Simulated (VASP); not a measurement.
# Nb3Cr (Fm-3m) in VASP: further runs

Runs on Nb3Cr. Level: PBE. Tasks: single point, relaxation of cell and atoms.

Everything below comes from runs of VASP 6.6.1. Logs are shortened: lines on timing, memory, paths and dates and some standing lists are left out, and cuts for length are marked.

### 1 The cell of the first run

Symmetry: Fm-3m, No. 225, cubic system. The conventional cell has a = 6.412 Å, b = 6.412 Å, c = 6.412 Å, α = 90.00°, β = 90.00°, γ = 90.00°. Nb (site symmetry -43m) has 10 Nb at 2.78 to 3.21 Å and 4 Cr at 2.78 Å within 3.7 Å. Within 3.7 Å of Nb (site symmetry m-3m) lie 8 Nb at 2.78 Å and 6 Cr at 3.21 Å. Within 3.7 Å of Cr (site symmetry m-3m) lie 14 Nb at 2.78 to 3.21 Å.

### 2 Single point, PBE

Contents of INCAR:

```
  PREC = Accurate
  ENCUT = 520
  EDIFF = 1E-7
  ISMEAR = 0
  SIGMA = 0.1
  LREAL = False
  LASPH = True
  NELM = 60
  ALGO = Fast
  ISIF = 2
  LWAVE = False
  LCHARG = False
  GGA = PE
  NBANDS = 34
```

Contents of KPOINTS:

```
Automatic mesh
0
Gamma
  12 12 12
```

Contents of POSCAR:

```
Nb3Cr
1.0
    0.0000000000      3.2058330626      3.2058330626
    3.2058330626      0.0000000000      3.2058330626
    3.2058330626      3.2058330626      0.0000000000
Nb Cr
3 1
Direct
    0.7500000000      0.7500000000      0.7500000000
    0.2500000000      0.2500000000      0.2500000000
    0.5000000000      0.5000000000      0.5000000000
    0.0000000000      0.0000000000      0.0000000000
```

Potentials or basis: VASP PAW PBE potentials, release 64 (Nb_sv, Cr_pv).

Run with:

```
> cat potpaw_PBE.64/Nb_sv/POTCAR potpaw_PBE.64/Cr_pv/POTCAR > POTCAR
> mpirun -np 1 vasp_std > vasp.out
```

OUTCAR:

```text
PREC = Accurate
   ENCUT = 520
   EDIFF = 1E-7
   ISMEAR = 0
   LREAL = False
   LASPH = True
   NELM = 60
   ISIF = 2
   GGA = PE

 ion  position               nearest neighbor table
   1  0.750  0.750  0.750-   3 2.78   3 2.78   3 2.78   3 2.78   4 2.78   4 2.78   4 2.78   4 2.78

   2  0.250  0.250  0.250-   4 2.78   4 2.78   4 2.78   3 2.78   4 2.78   3 2.78   3 2.78   3 2.78

   3  0.500  0.500  0.500-   2 2.78   2 2.78   2 2.78   1 2.78   2 2.78   1 2.78   1 2.78   1 2.78

   4  0.000  0.000  0.000-   1 2.78   1 2.78   1 2.78   1 2.78   2 2.78   2 2.78   2 2.78   2 2.78

  LATTYP: Found a face centered cubic cell.
 ALAT       =     6.4116661252

  Lattice vectors:

 A1 = (   0.0000000000,   3.2058330626,   3.2058330626)
 A2 = (   3.2058330626,   0.0000000000,   3.2058330626)
 A3 = (   3.2058330626,   3.2058330626,   0.0000000000)

Analysis of symmetry for initial positions (statically):
=====================================================================
 Subroutine PRICEL returns:
 Original cell was already a primitive cell.

 Routine SETGRP: Setting up the symmetry group for a
 face centered cubic supercell.

 Subroutine GETGRP returns: Found 48 space group operations
 (whereof 48 operations were pure point group operations)
 out of a pool of 48 trial point group operations.

The static configuration has the point symmetry O_h .

Analysis of symmetry for dynamics (positions and initial velocities):
=====================================================================
 Subroutine PRICEL returns:
 Original cell was already a primitive cell.

 Routine SETGRP: Setting up the symmetry group for a
 face centered cubic supercell.

 Subroutine GETGRP returns: Found 48 space group operations
 (whereof 48 operations were pure point group operations)
 out of a pool of 48 trial point group operations.

The dynamic configuration has the point symmetry O_h .

 Subroutine INISYM returns: Found 48 space group operations
 (whereof 48 operations are pure point group operations),
 and found     1 'primitive' translations

----------------------------------------------------------------------------------------

                                     Primitive cell

  volume of cell :      65.8950

  direct lattice vectors                    reciprocal lattice vectors
     0.000000000  3.205833063  3.205833063    -0.155965701  0.155965701  0.155965701
[... 90 lines left out ...]
   EDIFF  = 0.1E-06   stopping-criterion for ELM
   LREAL  =      F    real-space projection
   EDIFFG = 0.1E-05   stopping-criterion for IOM
   NSW    =      0    number of steps for IOM
   IBRION =     -1    ionic relax: 0-MD 1-quasi-New 2-CG
   NFREE  =      0    steps in history (QN), initial steepest desc. (CG)
   ISIF   =      2    stress and relaxation
   ISYM   =      2    0-nonsym 1-usesym 2-fastsym
   POTIM  = 0.5000    time-step for ionic-motion
   TEBEG  =    0.0;   TEEND  =   0.0 temperature during run
   PSTRESS=    0.0 pullay stress
   NELECT =      51.0000    total number of electrons
   NUPDOWN=      -1.0000    fix difference up-down
   EMIN   =  10.00;   EMAX   =-10.00  energy-range for DOS
   EFERMI =   0.00;   METHOD = LEGACY
   ISMEAR =     0;   SIGMA  =   0.10  broadening in eV -4-tet -1-fermi 0-gaus
   EFERMI_NEDOS =   21; number of points for ismear=-14 and -15
   IALGO  =     68    algorithm
   IMIX   =      4    mixing-type and parameters
     AMIX     =   0.40;   BMIX     =  1.00
     AMIX_MAG =   1.60;   BMIX_MAG =  1.00
  volume/ion in A,a.u.               =      16.47       111.17
  Fermi-wavevector in a.u.,A,eV,Ry     =   1.503075  2.840400 30.738751  2.259234
  Thomas-Fermi vector in A             =   2.614233
   LORBIT       =      0    0 simple, 1 ext, 2 COOP (PROOUT), +10 PAW based schemes
   GGA     = PE    functional components
   LHFCALC =     F    Hartree Fock is set to
   AEXX    =    0.0000 exact exchange contribution
   IVDW    =     0    specifies the selected vdW correction
   LEPSILON=     F    determine dielectric tensor
   LRPA    =     F    only Hartree local field effects (RPA)
 non-spin polarized calculation
 RMM-DIIS sequential band-by-band and
 Gauss-broadening in eV      SIGMA  =   0.10
  energy-cutoff  :      520.00
  volume of cell :       65.90
 maximum number of plane-waves:      1807
 NGX is ok and might be reduce to    36
   NGX = 17   NGY = 17   NGZ = 17

 number of electron      50.9999998 magnetization

 Free energy of the ion-electron system (eV)
  ---------------------------------------------------
  ext. energy  EPLUGINS =         0.00000000
  ---------------------------------------------------
  free energy    TOTEN  =       -39.83875123 eV

  energy without entropy =      -39.81450815  energy(sigma->0) =      -39.82662969

 E-fermi :  10.9846     XC(G=0): -12.6827

 val. band max:       10.9789369984   @ k =  -0.4167   0.3333   0.0833
 cond. band min:      10.9850075100   @ k =   0.5000   0.2500   0.0000
 fundamental gap:      0.0060705116
 Fermi energy:        10.9845622577

 k-point     1 :       0.0000    0.0000    0.0000
  band No.  band energies     occupation
      1     -43.3512      2.00000
      2     -43.1383      2.00000
      3     -42.8955      2.00000
      4     -31.5494      2.00000
      5     -31.5494      2.00000
      6     -31.5494      2.00000
[... 877 lines left out ...]
     33      14.5009      0.00000
     34      14.7218      0.00000

 [... further k-points ...]

------------------------ aborting loop because EDIFF is reached ----------------------------------------

  FORCE on cell =-STRESS in cart. coord.  units (eV):
  Direction    XX          YY          ZZ          XY          YZ          ZX
  --------------------------------------------------------------------------------------
  -------------------------------------------------------------------------------------
  Total       -0.1284760     -0.1284760     -0.1284760      0.0000000      0.0000000      0.0000000
  in kB       -3.1237771     -3.1237771     -3.1237771      0.0000000      0.0000000      0.0000000
  external PRESSURE =      -3.1237771 kB  Pullay stress =       0.0000000 kB

 VOLUME and BASIS-vectors are now :
 -----------------------------------------------------------------------------
  energy-cutoff  :      520.00
  volume of cell :       65.90
      direct lattice vectors                 reciprocal lattice vectors
     0.000000000  3.205833063  3.205833063    -0.155965701  0.155965701  0.155965701
     3.205833063  0.000000000  3.205833063     0.155965701 -0.155965701  0.155965701
     3.205833063  3.205833063  0.000000000     0.155965701  0.155965701 -0.155965701

 POSITION                                       TOTAL-FORCE (eV/Angst)
 -----------------------------------------------------------------------------------
      4.80875      4.80875      4.80875         0.000000      0.000000      0.000000
      1.60292      1.60292      1.60292        -0.000000     -0.000000     -0.000000
      3.20583      3.20583      3.20583        -0.000000      0.000000      0.000000
      0.00000      0.00000      0.00000        -0.000000      0.000000      0.000000
 -----------------------------------------------------------------------------------
    total drift:                                0.000000      0.000000      0.000000

  FREE ENERGIE OF THE ION-ELECTRON SYSTEM (eV)
  ---------------------------------------------------
  free  energy   TOTEN  =       -39.8387512272 eV

  energy  without entropy=      -39.8145081492  energy(sigma->0) =      -39.82662969
```

stdout:

```text
POSCAR found type information on POSCAR NbCr
[... 55 lines left out ...]
 num prob  num prob  num prob  num prob  num prob  num prob  num prob  num prob  num prob  num prob  num prob  num prob  num prob  num prob WARNING in EDDRMM: call to ZHEGV failed, returncode =   8  4     16
 num prob  num prob  num prob  num prob  num prob  num prob  num prob  num prob  num prob  num prob  num prob  num prob  num prob  num prob  num prob  num prob  num prob  num prob  num prob  num prob  num prob  num prob WARNING in EDDRMM: call to ZHEGV failed, returncode =   6  3     29
 num prob  num
```

It took 18 min on 1 thread of Intel Xeon 8259CL, shared host; peak memory 0.3 GiB.

What came out:

```yaml
Free_energy: -39.8388 eV
Pressure: -0.3 GPa
Band_gap_on_the_k_mesh: zero (an odd number of electrons rules out a gap without spin polarisation)
```

Levels at points of the mesh, in eV from the Fermi level:
```
           k point  band 23  band 24  band 25  band 26  band 27  band 28  band 29  band 30
(0.00, 0.00, 0.00)    -0.94    -0.94     0.14     0.14     0.14     1.69     1.69     3.95
(0.50, 0.00, 0.00)    -1.27    -1.27    -1.19    -1.04    -1.04     2.01     2.01     2.63
(0.50, 0.50, 0.00)    -1.04     0.46     0.46     0.82     0.82     1.21     1.88     2.30
```

Caveat: the run has no spin polarisation, though such a crystal can be magnetic.

### 3 Relaxation of cell and atoms, PBE

This run uses another cell than the first one, of 16.68 Å³/atom.

Contents of INCAR:

```
PREC     = Accurate       # precision mode
ENCUT    = 600            # plane-wave cutoff, eV
EDIFF    = 1E-6           # SCF threshold, eV
ISMEAR   = 0              # smearing method
SIGMA    = 0.1            # smearing width, eV
LREAL    = F              # projectors in reciprocal space
LASPH    = T              # aspherical terms in the spheres
NELM     = 100            # most SCF steps
ALGO     = Fast           # electronic algorithm
ISIF     = 3              # what is computed and relaxed
LWAVE    = F              # write WAVECAR
LCHARG   = F              # write CHGCAR
GGA      = PE             # functional
IBRION   = 2              # ionic algorithm
NSW      = 100            # ionic steps
EDIFFG   = -0.01          # ionic threshold
```

Contents of KPOINTS:

```
regular mesh
0
Gamma
  12 12 12
```

Contents of POSCAR:

```
Nb3Cr
1.0
    0.0000000000      3.2188950000      3.2188950000
    3.2188950000      0.0000000000      3.2188950000
    3.2188950000      3.2188950000      0.0000000000
Nb Cr
3 1
Direct
    0.7500000000      0.7500000000      0.7500000000
    0.2500000000      0.2500000000      0.2500000000
    0.5000000000      0.5000000000      0.5000000000
    0.0000000000      0.0000000000      0.0000000000
```

Potentials or basis: VASP PAW PBE potentials, release 64 (Nb_sv, Cr_pv).

Run with:

```
> cat potpaw_PBE.64/Nb_sv/POTCAR potpaw_PBE.64/Cr_pv/POTCAR > POTCAR
> mpirun -np 1 vasp_std > vasp.out
```

Wall time 27 min (1 thread of Intel Xeon 8259CL, shared host); peak memory 0.33 GiB.

The run converged. Its results:

```yaml
Free_energy: -39.8393 eV
Relaxed_volume: 16.45 Å³/atom
Relaxed_cell: a = 4.531 Å, b = 4.531 Å, c = 4.531 Å, α = 60.00°, β = 60.00°, γ = 60.00°
Space_group_after_relaxing_to_0.1_Å: Fm-3m (No. 225)
Energy_gained_by_relaxing: 2.7 meV/atom
Ionic_steps: 4
Pressure_after_relaxing: 0.0 GPa
Band_gap_on_the_k_mesh: zero (an odd number of electrons rules out a gap without spin polarisation)
```

Step by step:
```csv
step,energy change (eV),largest force (eV/Å),pressure (GPa),volume (Å³)
1,0.0000,0.0000,-2.36,66.70
2,0.0068,0.0000,4.09,64.36
3,-0.0107,0.0000,0.39,65.64
4,-0.0109,0.0000,-0.04,65.79
```

Final structure:
```xyz
4
Lattice="0.0000 3.2041 3.2041 3.2041 0.0000 3.2041 3.2041 3.2041 0.0000" Properties=species:S:1:pos:R:3 pbc="T T T"
Nb    4.8061    4.8061    4.8061
Nb    1.6020    1.6020    1.6020
Nb    3.2041    3.2041    3.2041
Cr    0.0000    0.0000    0.0000
```

Levels at points of the mesh, in eV from the Fermi level:
```
           k point  band 23  band 24  band 25  band 26  band 27  band 28  band 29  band 30
(0.00, 0.00, 0.00)    -0.94    -0.94     0.14     0.14     0.14     1.70     1.70     3.96
(0.50, 0.00, 0.00)    -1.27    -1.27    -1.19    -1.04    -1.04     2.02     2.02     2.64
(0.50, 0.50, 0.00)    -1.05     0.46     0.46     0.82     0.82     1.21     1.89     2.31
```

Caveat: the run has no spin polarisation, though such a crystal can be magnetic.
